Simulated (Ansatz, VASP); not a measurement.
# Zr in VASP and in Ansatz

```xyz
2
Lattice="3.2850 0.0000 0.0000 -1.6425 2.8449 0.0000 0.0000 0.0000 5.2314" Properties=species:S:1:pos:R:3 pbc="T T T"
Zr    0.0000    1.8966    1.3078
Zr    1.6425    0.9483    3.9235
```

Change from the starting cell: volume scaled by 1.05, PAW files.

Alike in both runs: task electric field gradients; functional PBEsol; k mesh 13 × 13 × 7; occupations fermi-dirac, width 0.08 eV; no spin polarisation.

```csv
,VASP,Ansatz
version,VASP 6.6.1,Ansatz 0.2.0
potentials or method,"VASP PAW PBE potentials, release 64 (Zr_sv)","PAW with Ansatz's default frozen-core files, scalar-relativistic"
plane-wave cutoff (eV),520,420
valence electrons in the cell,24,24
```

|  | VASP | Ansatz | Ansatz less VASP |
| --- | --- | --- | --- |
| pressure (GPa) | -7.2 | -7.2 | -0.04 |
| traceless stress, the component that is largest in VASP (GPa) | 0.20 | 0.20 | -0.001 |
| size of Vzz on the site where it differs most (V/Å²) | 37.2 | 37.9 | +0.74 |

VASP's potentials were made for PBE, not for PBEsol.
